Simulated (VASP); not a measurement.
# HfC (NiAs type) (P6_3/mmc) in VASP: further runs

The runs below take HfC (NiAs type) through relaxation of cell and atoms, single point, with PBE.

Program: VASP 6.6.1. These are calculated values, not measurements. Logs are shortened: lines on timing, memory, paths and dates and some standing lists are left out, and cuts for length are marked.

## Step 1: The cell of the first run

It takes space group P6_3/mmc (No. 194, hexagonal). The conventional cell has a = 3.835 Å, b = 3.835 Å, c = 5.944 Å, α = 90.00°, β = 90.00°, γ = 120.00°. Within 3.5 Å of Hf (site symmetry -3m) lie 6 C at 2.67 Å and 2 Hf at 2.97 Å. C (site symmetry -6m2) has 6 Hf at 2.67 Å within 3.5 Å.

## Step 2: Relaxation of cell and atoms, PBE

File INCAR:

```
PREC = Accurate ; ENCUT = 600
EDIFF = 1E-6 ; ISMEAR = -1
SIGMA = 0.05 ; LREAL = F
LASPH = T ; NELM = 60
ALGO = Normal ; ISIF = 3
LWAVE = F ; LCHARG = F
GGA = PE ; IBRION = 2
NSW = 60 ; EDIFFG = -0.005
```

File KPOINTS:

```
regular mesh
0
Gamma
  10 10 6
```

File POSCAR:

```
HfC
1.0
    3.8346374706      0.0000000000      0.0000000000
   -1.9173187353      3.3208934639      0.0000000000
    0.0000000000      0.0000000000      5.9436880795
Hf C
2 2
Direct
    0.0000000000      0.0000000000      0.0000000000
    0.0000000000      0.0000000000      0.5000000000
    0.3333333333      0.6666666667      0.2500000000
    0.6666666667      0.3333333333      0.7500000000
```

Potentials or basis: VASP PAW PBE potentials, release 64 (Hf_pv, C).

Started as:

```bash
$ cat potpaw_PBE.64/Hf_pv/POTCAR potpaw_PBE.64/C/POTCAR > POTCAR
$ mpirun -np 1 vasp_std > vasp.out
```

OUTCAR:

```text
PREC = Accurate
   ENCUT = 600
   EDIFF = 1E-6
   ISMEAR = -1
   LREAL = F
   LASPH = T
   NELM = 60
   ISIF = 3
   GGA = PE
   IBRION = 2
   NSW = 60
   EDIFFG = -0.005

 ion  position               nearest neighbor table
   1  0.000  0.000  0.000-   3 2.67   4 2.67   4 2.67   3 2.67   4 2.67   3 2.67   2 2.97   2 2.97

   2  0.000  0.000  0.500-   3 2.67   4 2.67   4 2.67   3 2.67   4 2.67   3 2.67   1 2.97   1 2.97

   3  0.333  0.667  0.250-   1 2.67   2 2.67   1 2.67   2 2.67   1 2.67   2 2.67
   4  0.667  0.333  0.750-   1 2.67   2 2.67   1 2.67   2 2.67   1 2.67   2 2.67

  LATTYP: Found a hexagonal cell.
 ALAT       =     3.8346374706
 C/A-ratio  =     1.5500000000

  Lattice vectors:

 A1 = (   3.8346374706,   0.0000000000,   0.0000000000)
 A2 = (  -1.9173187353,   3.3208934639,   0.0000000000)
 A3 = (   0.0000000000,   0.0000000000,   5.9436880795)

Analysis of symmetry for initial positions (statically):
=====================================================================
 Subroutine PRICEL returns:
 Original cell was already a primitive cell.

 Routine SETGRP: Setting up the symmetry group for a
 hexagonal supercell.

 Subroutine GETGRP returns: Found 24 space group operations
 (whereof 12 operations were pure point group operations)
 out of a pool of 24 trial point group operations.

The static configuration has the point symmetry D_3d.
 The point group associated with its full space group is D_6h.

Analysis of symmetry for dynamics (positions and initial velocities):
=====================================================================
 Subroutine PRICEL returns:
 Original cell was already a primitive cell.

 Routine SETGRP: Setting up the symmetry group for a
 hexagonal supercell.

 Subroutine GETGRP returns: Found 24 space group operations
 (whereof 12 operations were pure point group operations)
 out of a pool of 24 trial point group operations.

The dynamic configuration has the point symmetry D_3d.
 The point group associated with its full space group is D_6h.

 Subroutine INISYM returns: Found 24 space group operations
 (whereof 12 operations are pure point group operations),
 and found     1 'primitive' translations

----------------------------------------------------------------------------------------

                                     Primitive cell

  volume of cell :      75.6894

  direct lattice vectors                    reciprocal lattice vectors
     3.834637471  0.000000000  0.000000000     0.260780845  0.150561891  0.000000000
    -1.917318735  3.320893464  0.000000000     0.000000000  0.301123782  0.000000000
     0.000000000  0.000000000  5.943688080     0.000000000  0.000000000  0.168245706

  length of vectors
     3.834637471  3.834637471  5.943688080     0.301123782  0.301123782  0.168245706

  position of ions in fractional coordinates (direct lattice)
     0.000000000  0.000000000  0.000000000
     0.000000000  0.000000000  0.500000000
     0.333333333  0.666666667  0.250000000
     0.666666667  0.333333333  0.750000000

  ion indices of the primitive-cell ions
   primitive index   ion index
                 1           1
                 2           2
                 3           3
                 4           4

----------------------------------------------------------------------------------------

 KPOINTS: regular mesh

Automatic generation of k-mesh.
 Grid dimensions read from file:
 generate k-points for:   10   10    6

 Generating k-lattice:

  Cartesian coordinates                     Fractional coordinates (reciprocal lattice)
     0.026078085  0.015056189  0.000000000     0.100000000  0.000000000  0.000000000
     0.000000000  0.030112378  0.000000000     0.000000000  0.100000000  0.000000000
     0.000000000  0.000000000  0.028040951     0.000000000  0.000000000  0.166666667

  Length of vectors
     0.030112378  0.030112378  0.028040951

  Shift w.r.t. Gamma in fractional coordinates (k-lattice)
     0.000000000  0.000000000  0.000000000

 Subroutine IBZKPT returns following result:
 ===========================================

 Found     56 irreducible k-points:

 Following reciprocal coordinates:
            Coordinates               Weight
  0.000000  0.000000  0.000000      1.000000
  0.100000  0.000000  0.000000      6.000000
  0.200000  0.000000  0.000000      6.000000
  0.300000  0.000000  0.000000      6.000000
  0.400000  0.000000  0.000000      6.000000
  0.500000 -0.000000  0.000000      3.000000
[... 16 lines left out ...]
  0.300000  0.100000  0.166667     24.000000
  0.400000  0.100000  0.166667     24.000000
 [... further k-points ...]
   k-points           NKPTS =     56   k-points in BZ     NKDIM =     56   number of bands    NBANDS=     18
   number of dos      NEDOS =    301   number of ions     NIONS =      4
   total plane-waves  NPLWV =  49152
   dimension x,y,z NGX =    32 NGY =   32 NGZ =   48
   dimension x,y,z NGXF=    64 NGYF=   64 NGZF=   96
   ions per type =               2   2
   NGX,Y,Z   is equivalent  to a cutoff of  13.87, 13.87, 13.43 a.u.
   NGXF,Y,Z  is equivalent  to a cutoff of  27.75, 27.75, 26.85 a.u.
 SYSTEM =  unknown system
   PREC   = accura    normal or accurate (medium, high low for compatibility)
   ISTART =      0    job   : 0-new  1-cont  2-samecut
   ICHARG =      2    charge: 1-file 2-atom 10-const
   ISPIN  =      1    spin polarized calculation?
   LNONCOLLINEAR =      F non collinear calculations
   LSORBIT =      F    spin-orbit coupling
   LASPH  =      T    aspherical Exc in radial PAW
   ENCUT  =  600.0 eV  44.10 Ry    6.64 a.u.   7.66  7.66 11.87*2*pi/ulx,y,z
   NELM   =     60;   NELMIN=  2; NELMDL= -5     # of ELM steps
   EDIFF  = 0.1E-05   stopping-criterion for ELM
   LREAL  =      F    real-space projection
   EDIFFG = -.5E-02   stopping-criterion for IOM
   NSW    =     60    number of steps for IOM
   IBRION =      2    ionic relax: 0-MD 1-quasi-New 2-CG
   NFREE  =      1    steps in history (QN), initial steepest desc. (CG)
   ISIF   =      3    stress and relaxation
   ISYM   =      2    0-nonsym 1-usesym 2-fastsym
   POTIM  = 0.5000    time-step for ionic-motion
   TEBEG  =    0.0;   TEEND  =   0.0 temperature during run
   PSTRESS=    0.0 pullay stress
   NELECT =      28.0000    total number of electrons
   NUPDOWN=      -1.0000    fix difference up-down
   EMIN   =  10.00;   EMAX   =-10.00  energy-range for DOS
   EFERMI =   0.00;   METHOD = LEGACY
   ISMEAR =    -1;   SIGMA  =   0.05  broadening in eV -4-tet -1-fermi 0-gaus
   EFERMI_NEDOS =   21; number of points for ismear=-14 and -15
   IALGO  =     38    algorithm
   IMIX   =      4    mixing-type and parameters
     AMIX     =   0.40;   BMIX     =  1.00
     AMIX_MAG =   1.60;   BMIX_MAG =  1.00
  volume/ion in A,a.u.               =      18.92       127.69
  Fermi-wavevector in a.u.,A,eV,Ry     =   1.175211  2.220826 18.791282  1.381120
  Thomas-Fermi vector in A             =   2.311595
   LORBIT       =      0    0 simple, 1 ext, 2 COOP (PROOUT), +10 PAW based schemes
   GGA     = PE    functional components
   LHFCALC =     F    Hartree Fock is set to
   AEXX    =    0.0000 exact exchange contribution
   IVDW    =     0    specifies the selected vdW correction
   LEPSILON=     F    determine dielectric tensor
   LRPA    =     F    only Hartree local field effects (RPA)
 conjugate gradient relaxation of ions
 non-spin polarized calculation
  energy-cutoff  :      600.00
  volume of cell :       75.69
 maximum number of plane-waves:      2556
 NGX is ok and might be reduce to    32
   NGX = 15   NGY = 15   NGZ = 23

--------------------------------------- Ionic step        1  -------------------------------------------

 number of electron      27.9999999 magnetization

 Free energy of the ion-electron system (eV)
  ---------------------------------------------------
  ext. energy  EPLUGINS =         0.00000000
  ---------------------------------------------------
  free energy    TOTEN  =       -36.09337982 eV

  energy without entropy =      -36.08525833  energy(sigma->0) =      -36.08931907

 E-fermi :   2.7184     XC(G=0): -10.3128

 val. band max:        2.7032703847   @ k =   0.3000   0.0000   0.1667
 cond. band min:       2.7284720618   @ k =   0.5000  -0.0000   0.0000
 fundamental gap:      0.0252016771
 Fermi energy:         2.7184090625

 k-point     1 :       0.0000    0.0000    0.0000
  band No.  band energies     occupation
      1     -28.5615      2.00000
      2     -28.2591      2.00000
      3     -28.2591      2.00000
      4     -28.1827      2.00000
      5     -28.1827      2.00000
      6     -27.8423      2.00000
[... 481 lines left out ...]
      5     -28.2097      2.00000
      6     -27.8853      2.00000
[... 10 lines left out ...]
     17       5.8083      0.00000
     18       6.0821      0.00000

 [... further k-points ...]

------------------------ aborting loop because EDIFF is reached ----------------------------------------

  FORCE on cell =-STRESS in cart. coord.  units (eV):
  Direction    XX          YY          ZZ          XY          YZ          ZX
  --------------------------------------------------------------------------------------
  -------------------------------------------------------------------------------------
  Total      -19.9856905    -19.9856905     -7.4678977      0.0000000      0.0000000      0.0000000
  in kB     -423.0527036   -423.0527036   -158.0788180      0.0000000      0.0000000      0.0000000
  external PRESSURE =    -334.7280751 kB  Pullay stress =       0.0000000 kB
[... 95 lines left out ...]
  FREE ENERGIE OF THE ION-ELECTRON SYSTEM (eV)
  ---------------------------------------------------
  free  energy   TOTEN  =       -39.9007585994 eV

  energy  without entropy=      -39.8937985709  energy(sigma->0) =      -39.89727859

[... ionic steps 4 to 13 ...]

--------------------------------------- Ionic step       14  -------------------------------------------

 number of electron      28.0000000 magnetization

------------------------ aborting loop because EDIFF is reached ----------------------------------------
[... 71 lines left out ...]
--------------------------------------- Ionic step       16  -------------------------------------------

 number of electron      28.0000000 magnetization

 Free energy of the ion-electron system (eV)
  ---------------------------------------------------
  ext. energy  EPLUGINS =         0.00000000
  ---------------------------------------------------
  free energy    TOTEN  =       -39.97163370 eV

  energy without entropy =      -39.96421687  energy(sigma->0) =      -39.96792528

 E-fermi :   5.3768     XC(G=0): -11.9697

 val. band max:        5.3452703535   @ k =   0.1000   0.0000   0.0000
 cond. band min:       5.3883929721   @ k =   0.4000   0.0000   0.1667
 fundamental gap:      0.0431226185
 Fermi energy:         5.3768333077

 k-point     1 :       0.0000    0.0000    0.0000
  band No.  band energies     occupation
      1     -25.1113      2.00000
      2     -24.3945      2.00000
      3     -24.3945      2.00000
      4     -24.2803      2.00000
      5     -24.2803      2.00000
      6     -24.0192      2.00000
[... 481 lines left out ...]
      5     -24.4274      2.00000
      6     -24.0295      2.00000
[... 10 lines left out ...]
     17      10.1277      0.00000
     18      11.0049      0.00000

 [... further k-points ...]

------------------------ aborting loop because EDIFF is reached ----------------------------------------

  FORCE on cell =-STRESS in cart. coord.  units (eV):
  Direction    XX          YY          ZZ          XY          YZ          ZX
  --------------------------------------------------------------------------------------
  -------------------------------------------------------------------------------------
  Total       -0.0041994     -0.0041994     -0.0104988      0.0000000      0.0000000      0.0000000
  in kB       -0.1267723     -0.1267723     -0.3169421      0.0000000      0.0000000      0.0000000
  external PRESSURE =      -0.1901622 kB  Pullay stress =       0.0000000 kB
[... 19 lines left out ...]
  FREE ENERGIE OF THE ION-ELECTRON SYSTEM (eV)
  ---------------------------------------------------
  free  energy   TOTEN  =       -39.9716337041 eV

  energy  without entropy=      -39.9642168652  energy(sigma->0) =      -39.96792528

 reached required accuracy - stopping structural energy minimisation
```

Wall time 18 min (1 thread of AMD EPYC 7R13, shared host); peak memory 0.25 GiB.

Results:

```
Free energy                           : -39.9716 eV
Relaxed volume                        : 13.27 Å³/atom
Relaxed cell                          : a = 3.263 Å, b = 3.263 Å, c = 5.757 Å, α = 90.00°, β = 90.00°, γ = 120.00°
Space group after relaxing (to 0.1 Å) : P6_3/mmc (No. 194)
Energy gained by relaxing             : 969.6 meV/atom
Ionic steps                           : 16
Pressure after relaxing               : 0.0 GPa
Band gap on the k mesh                : zero (bands 14 and 15 overlap by 1.55 eV)
```

The path:
```
step  energy change (eV)  largest force (eV/Å)  pressure (GPa)  volume (Å³)
   1              0.0000                0.0000          -33.47        75.69
   2             -0.2605                0.0000          107.02        39.67
   3             -3.8074                0.0000           -1.18        53.66
   4             -3.8210                0.0000            1.69        52.91
   5             -3.8223                0.0000            3.33        52.51
   6             -3.8231                0.0000           -2.12        53.38
   7             -3.8781                0.0000            0.44        52.96
   8             -3.8781                0.0000            0.49        52.95
   9             -3.8780                0.0000           -0.42        53.19
  10             -3.8782                0.0000            0.04        53.06
  11             -3.8782                0.0000            0.06        53.06
  12             -3.8782                0.0000           -0.20        53.13
  13             -3.8782                0.0000            0.01        53.07
  14             -3.8782                0.0000            0.01        53.07
  15             -3.8783                0.0000           -0.01        53.08
  16             -3.8783                0.0000           -0.02        53.07
```

Final structure:
```xyz
4
Lattice="3.2626 0.0000 0.0000 -1.6313 2.8255 0.0000 0.0000 0.0000 5.7573" Properties=species:S:1:pos:R:3 pbc="T T T"
Hf    0.0000    0.0000    0.0000
Hf    0.0000    0.0000    2.8787
C     0.0000    1.8836    1.4393
C     1.6313    0.9418    4.3180
```

Caveat: the volume moved by over 15 % at a fixed basis, so the end points are rough; spin-orbit coupling is left out, which moves the levels of the heavy elements.

(Continued in part 2 of 2.)
